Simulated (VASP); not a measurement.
# Cd2P (P-1) in VASP: single point with r2SCAN

Aim: the single point of Cd2P with r2SCAN.

Everything below comes from runs of VASP 6.6.1. Logs are shortened: lines on timing, memory, paths and dates and some standing lists are left out, and cuts for length are marked.

**1. The cell of the first run**

The typed cell holds 6 atoms: a = 3.818 Å, b = 6.029 Å, c = 6.287 Å, α = 80.75°, β = 73.85°, γ = 81.78°.

**2. Single point, r2SCAN**

The input, POSCAR:

```
Cd2P
1.0
    3.8180350000      0.0000000000      0.0000000000
    0.8619550000      5.9668070000      0.0000000000
    1.7488070000      0.7684850000      5.9900100000
P Cd
2 4
Direct
    0.6070000000      0.1395000000      0.9628000000
    0.3930000000      0.8605000000      0.0372000000
    0.4423900000      0.2283400000      0.6624500000
    0.5576100000      0.7716600000      0.3375500000
    0.1823900000      0.3085000000      0.1942400000
    0.8176100000      0.6915000000      0.8057600000
```

The input, INCAR.step1:

```
  PREC = Accurate
  ENCUT = 520
  ISMEAR = -1
  SIGMA = 0.1
  LREAL = F
  LASPH = T
  NELM = 100
  NBANDS = 38
  GGA = PE
  ALGO = Normal
  EDIFF = 1E-4
  LWAVE = T
  LCHARG = F
```

The input, INCAR.step2:

```
  PREC = Accurate
  ENCUT = 520
  EDIFF = 1E-6
  ISMEAR = -1
  SIGMA = 0.1
  LREAL = F
  LASPH = T
  NELM = 100
  ALGO = Normal
  ISIF = 2
  LWAVE = F
  LCHARG = F
  METAGGA = R2SCAN
  LMIXTAU = T
  NBANDS = 38
  ISTART = 1
```

The input, KPOINTS:

```
Automatic mesh
0
Gamma
  5 3 3
  0.5 0 0.5
```

Potentials or basis: VASP PAW PBE potentials, release 64 (P, Cd).

The run is started by

```console
> cat potpaw_PBE.64/P/POTCAR potpaw_PBE.64/Cd/POTCAR > POTCAR
> cp INCAR.step1 INCAR
> mpirun -np 1 vasp_std > vasp.out
> cp INCAR.step2 INCAR
> mpirun -np 1 vasp_std > vasp.out
```

OUTCAR:

```text
PREC = Accurate
   ENCUT = 520
   EDIFF = 1E-6
   ISMEAR = -1
   LREAL = F
   LASPH = T
   NELM = 100
   ISIF = 2
   METAGGA = R2SCAN
   ISTART = 1

 ion  position               nearest neighbor table
   1  0.607  0.139  0.963-   2 1.91   5 2.12   3 2.12   4 2.95   6 2.95   3 3.29   5 3.30
   2  0.393  0.861  0.037-   1 1.91   6 2.12   4 2.12   3 2.95   5 2.95   4 3.29   6 3.30
   3  0.442  0.228  0.662-   1 2.12   2 2.95   1 3.29   5 3.30   5 3.31   6 3.43   6 3.47   5 3.49
                             4 3.59   4 3.59   6 3.65
   4  0.558  0.772  0.338-   2 2.12   1 2.95   2 3.29   6 3.30   6 3.31   5 3.43   5 3.47   6 3.49
                             3 3.59   3 3.59   5 3.65
   5  0.182  0.309  0.194-   1 2.12   2 2.95   1 3.30   3 3.30   3 3.31   4 3.43   4 3.47   3 3.49
                             6 3.52   4 3.65   6 3.70
   6  0.818  0.691  0.806-   2 2.12   1 2.95   2 3.30   4 3.30   4 3.31   3 3.43   3 3.47   4 3.49
                             5 3.52   3 3.65   5 3.70

  LATTYP: Found a triclinic cell.
 ALAT       =     3.8180350000
 B/A-ratio  =     1.7440695112
 C/A-ratio  =     1.6467157522
 COS(alpha) =     0.0139542990
 COS(beta)  =     0.2781527371
 COS(gamma) =     0.4439279484

  Lattice vectors:

 A1 = (  -3.8180350000,   0.0000000000,   0.0000000000)
 A2 = (  -2.9560800000,   5.9668070000,   0.0000000000)
 A3 = (  -1.7488070000,  -0.7684850000,  -5.9900100000)

Analysis of symmetry for initial positions (statically):
=====================================================================
 Subroutine PRICEL returns:
 Original cell was already a primitive cell.

 Routine SETGRP: Setting up the symmetry group for a
 triclinic supercell.

 Subroutine GETGRP returns: Found  2 space group operations
 (whereof  2 operations were pure point group operations)
 out of a pool of  2 trial point group operations.

The static configuration has the point symmetry S_2 .

Analysis of symmetry for dynamics (positions and initial velocities):
=====================================================================
 Subroutine PRICEL returns:
 Original cell was already a primitive cell.

 Routine SETGRP: Setting up the symmetry group for a
 triclinic supercell.

 Subroutine GETGRP returns: Found  2 space group operations
 (whereof  2 operations were pure point group operations)
 out of a pool of  2 trial point group operations.

The dynamic configuration has the point symmetry S_2 .

 Subroutine INISYM returns: Found  2 space group operations
 (whereof  2 operations are pure point group operations),
 and found     1 'primitive' translations

----------------------------------------------------------------------------------------

                                     Primitive cell

  volume of cell :     136.4613

  direct lattice vectors                    reciprocal lattice vectors
     3.818035000  0.000000000  0.000000000     0.261914833 -0.037835781 -0.071612946
     0.861955000  5.966807000  0.000000000     0.000000000  0.167593824 -0.021501356
     1.748807000  0.768485000  5.990010000     0.000000000  0.000000000  0.166944629

  length of vectors
     3.818035000  6.028743832  6.287218377     0.274152038  0.168967447  0.166944629

  position of ions in fractional coordinates (direct lattice)
     0.607000000  0.139500000  0.962800000
     0.393000000  0.860500000  0.037200000
     0.442390000  0.228340000  0.662450000
     0.557610000  0.771660000  0.337550000
     0.182390000  0.308500000  0.194240000
     0.817610000  0.691500000  0.805760000

  ion indices of the primitive-cell ions
   primitive index   ion index
                 1           1
                 2           2
                 3           3
                 4           4
                 5           5
                 6           6

----------------------------------------------------------------------------------------

 KPOINTS: Automatic mesh

Automatic generation of k-mesh.
 Grid dimensions read from file:
 generate k-points for:    5    3    3

 Generating k-lattice:

  Cartesian coordinates                     Fractional coordinates (reciprocal lattice)
     0.052382967 -0.007567156 -0.014322589     0.200000000  0.000000000  0.000000000
     0.000000000  0.055864608 -0.007167119     0.000000000  0.333333333 -0.000000000
     0.000000000  0.000000000  0.055648210     0.000000000  0.000000000  0.333333333

  Length of vectors
     0.054830408  0.056322482  0.055648210

  Shift w.r.t. Gamma in fractional coordinates (k-lattice)
     0.500000000  0.000000000  0.500000000

 Subroutine IBZKPT returns following result:
 ===========================================

 Found     23 irreducible k-points:

 Following reciprocal coordinates:
            Coordinates               Weight
  0.100000 -0.000000  0.166667      2.000000
  0.300000  0.000000  0.166667      2.000000
  0.500000  0.000000  0.166667      2.000000
 -0.300000  0.000000  0.166667      2.000000
 -0.100000  0.000000  0.166667      2.000000
  0.100000  0.333333  0.166667      2.000000
[... 15 lines left out ...]
 -0.300000  0.333333  0.500000      2.000000
 -0.100000  0.333333  0.500000      2.000000
   k-points           NKPTS =     23   k-points in BZ     NKDIM =     23   number of bands    NBANDS=     38
   number of dos      NEDOS =    301   number of ions     NIONS =      6
   total plane-waves  NPLWV =  64512
   dimension x,y,z NGX =    28 NGY =   48 NGZ =   48
   dimension x,y,z NGXF=    56 NGYF=   96 NGZF=   96
   ions per type =               2   4
   NGX,Y,Z   is equivalent  to a cutoff of  12.19, 13.24, 12.69 a.u.
   NGXF,Y,Z  is equivalent  to a cutoff of  24.38, 26.47, 25.38 a.u.
 SYSTEM =  unknown system
   PREC   = accura    normal or accurate (medium, high low for compatibility)
   ISTART =      1    job   : 0-new  1-cont  2-samecut
   ICHARG =      0    charge: 1-file 2-atom 10-const
   ISPIN  =      1    spin polarized calculation?
   LNONCOLLINEAR =      F non collinear calculations
   LSORBIT =      F    spin-orbit coupling
   LASPH  =      T    aspherical Exc in radial PAW
   ENCUT  =  520.0 eV  38.22 Ry    6.18 a.u.   7.10 11.21 11.69*2*pi/ulx,y,z
   NELM   =    100;   NELMIN=  2; NELMDL=  0     # of ELM steps
   EDIFF  = 0.1E-05   stopping-criterion for ELM
   LREAL  =      F    real-space projection
   EDIFFG = 0.1E-04   stopping-criterion for IOM
   NSW    =      0    number of steps for IOM
   IBRION =     -1    ionic relax: 0-MD 1-quasi-New 2-CG
   NFREE  =      0    steps in history (QN), initial steepest desc. (CG)
   ISIF   =      2    stress and relaxation
   ISYM   =      2    0-nonsym 1-usesym 2-fastsym
   POTIM  = 0.5000    time-step for ionic-motion
   TEBEG  =    0.0;   TEEND  =   0.0 temperature during run
   PSTRESS=    0.0 pullay stress
   NELECT =      58.0000    total number of electrons
   NUPDOWN=      -1.0000    fix difference up-down
   EMIN   =  10.00;   EMAX   =-10.00  energy-range for DOS
   EFERMI =   0.00;   METHOD = LEGACY
   ISMEAR =    -1;   SIGMA  =   0.10  broadening in eV -4-tet -1-fermi 0-gaus
   EFERMI_NEDOS =   21; number of points for ismear=-14 and -15
   IALGO  =     38    algorithm
   IMIX   =      4    mixing-type and parameters
     AMIX     =   0.40;   BMIX     =  1.00
     AMIX_MAG =   1.60;   BMIX_MAG =  1.00
  volume/ion in A,a.u.               =      22.74       153.48
  Fermi-wavevector in a.u.,A,eV,Ry     =   1.230876  2.326019 20.613589  1.515056
  Thomas-Fermi vector in A             =   2.365708
   LORBIT       =      0    0 simple, 1 ext, 2 COOP (PROOUT), +10 PAW based schemes
   METAGGA = R2SCAN    functional components
   LHFCALC =     F    Hartree Fock is set to
   AEXX    =    0.0000 exact exchange contribution
   IVDW    =     0    specifies the selected vdW correction
   LEPSILON=     F    determine dielectric tensor
   LRPA    =     F    only Hartree local field effects (RPA)
 non-spin polarized calculation
  energy-cutoff  :      520.00
  volume of cell :      136.46
 maximum number of plane-waves:      3691
   NGX = 15   NGY = 23   NGZ = 23

 number of electron      57.9999998 magnetization

 Free energy of the ion-electron system (eV)
  ---------------------------------------------------
  ext. energy  EPLUGINS =         0.00000000
  ---------------------------------------------------
  free energy    TOTEN  =       -91.76629461 eV

  energy without entropy =      -91.70365299  energy(sigma->0) =      -91.73497380

 E-fermi :   3.2623     XC(G=0): -10.6244

 val. band max:        3.2551733956   @ k =   0.5000   0.0000   0.5000
 cond. band min:       3.2673773007   @ k =   0.1000   0.3333   0.5000
 fundamental gap:      0.0122039051
 Fermi energy:         3.2622628122

 k-point     1 :       0.1000   -0.0000    0.1667
  band No.  band energies     occupation
      1     -12.7409      2.00000
      2      -9.0217      2.00000
      3      -7.4575      2.00000
      4      -7.0996      2.00000
      5      -7.0604      2.00000
      6      -6.8163      2.00000
[... 30 lines left out ...]
     37       9.5403      0.00000
     38       9.8035      0.00000

 k-point     2 :       0.3000    0.0000    0.1667
  band No.  band energies     occupation
      1     -12.5560      2.00000
      2      -9.0022      2.00000
      3      -7.4868      2.00000
      4      -7.1132      2.00000
      5      -7.1032      2.00000
      6      -6.8635      2.00000
[... 30 lines left out ...]
     37       9.1253      0.00000
     38       9.3983      0.00000

 k-point     3 :       0.5000    0.0000    0.1667
  band No.  band energies     occupation
      1     -12.4298      2.00000
      2      -8.9996      2.00000
      3      -7.5091      2.00000
      4      -7.1234      2.00000
      5      -7.1049      2.00000
      6      -6.9554      2.00000
[... 30 lines left out ...]
     37       8.6158      0.00000
[... 740 lines left out ...]
 k-point    22 :      -0.3000    0.3333    0.5000
  band No.  band energies     occupation
      1     -12.5255      2.00000
      2      -9.0035      2.00000
      3      -7.4364      2.00000
      4      -7.1670      2.00000
      5      -7.0527      2.00000
      6      -6.8800      2.00000
[... 30 lines left out ...]
     37       8.0084      0.00000
     38       9.0548      0.00000

 k-point    23 :      -0.1000    0.3333    0.5000
  band No.  band energies     occupation
      1     -12.6990      2.00000
      2      -9.0137      2.00000
      3      -7.4153      2.00000
      4      -7.1749      2.00000
      5      -7.0009      2.00000
      6      -6.8499      2.00000
[... 30 lines left out ...]
     37       8.9827      0.00000
     38       9.8748      0.00000

------------------------ aborting loop because EDIFF is reached ----------------------------------------

  FORCE on cell =-STRESS in cart. coord.  units (eV):
  Direction    XX          YY          ZZ          XY          YZ          ZX
  --------------------------------------------------------------------------------------
  -------------------------------------------------------------------------------------
  Total       13.8939037     17.7880893     28.3952686     -4.1711973      3.2467227      0.5154799
  in kB      163.1268396    208.8480569    333.3858168    -48.9735824     38.1194248      6.0521939
  external PRESSURE =     235.1202378 kB  Pullay stress =       0.0000000 kB

 VOLUME and BASIS-vectors are now :
 -----------------------------------------------------------------------------
  energy-cutoff  :      520.00
  volume of cell :      136.46
      direct lattice vectors                 reciprocal lattice vectors
     3.818035000  0.000000000  0.000000000     0.261914833 -0.037835781 -0.071612946
     0.861955000  5.966807000  0.000000000     0.000000000  0.167593824 -0.021501356
     1.748807000  0.768485000  5.990010000     0.000000000  0.000000000  0.166944629

 POSITION                                       TOTAL-FORCE (eV/Angst)
 -----------------------------------------------------------------------------------
      4.12154      1.57227      5.76718         8.221762      1.219312     -0.624805
      2.30726      5.16303      0.22283        -8.221762     -1.219312      0.624805
      3.04438      1.87154      3.96808        -3.055310      1.371563     -6.068234
      3.38442      4.86375      2.02193         3.055310     -1.371563      6.068234
      1.30197      1.99003      1.16350        -3.053179      3.760725      4.742377
      5.12682      4.74526      4.82651         3.053179     -3.760725     -4.742377
 -----------------------------------------------------------------------------------
    total drift:                               -0.000000      0.000000     -0.000000

  FREE ENERGIE OF THE ION-ELECTRON SYSTEM (eV)
  ---------------------------------------------------
  free  energy   TOTEN  =       -91.7662946056 eV

  energy  without entropy=      -91.7036529895  energy(sigma->0) =      -91.73497380
```

Run time: 5.2 min. Hardware: 1 thread of Intel Xeon Platinum 8259CL at 2.50GHz (Skylake/Cascade Lake), shared host; peak memory 0.3 GiB.

What came out:

| Quantity | Value |
| --- | --- |
| Free energy | -91.7663 eV |
| Pressure | 23.5 GPa |
| Largest force | 8.335 eV/Å |
| Band gap on the k mesh | zero (bands 29 and 30 overlap by 0.78 eV) |

Forces in eV/Å, atoms in the order of the input:
```
P    8.222  1.219 -0.625
P   -8.222 -1.219  0.625
Cd  -3.055  1.372 -6.068
Cd   3.055 -1.372  6.068
Cd  -3.053  3.761  4.742
Cd   3.053 -3.761 -4.742
```

Caveat: the cell stands under pressure; the PAW data sets were made with another functional, which shifts forces and pressure a little.
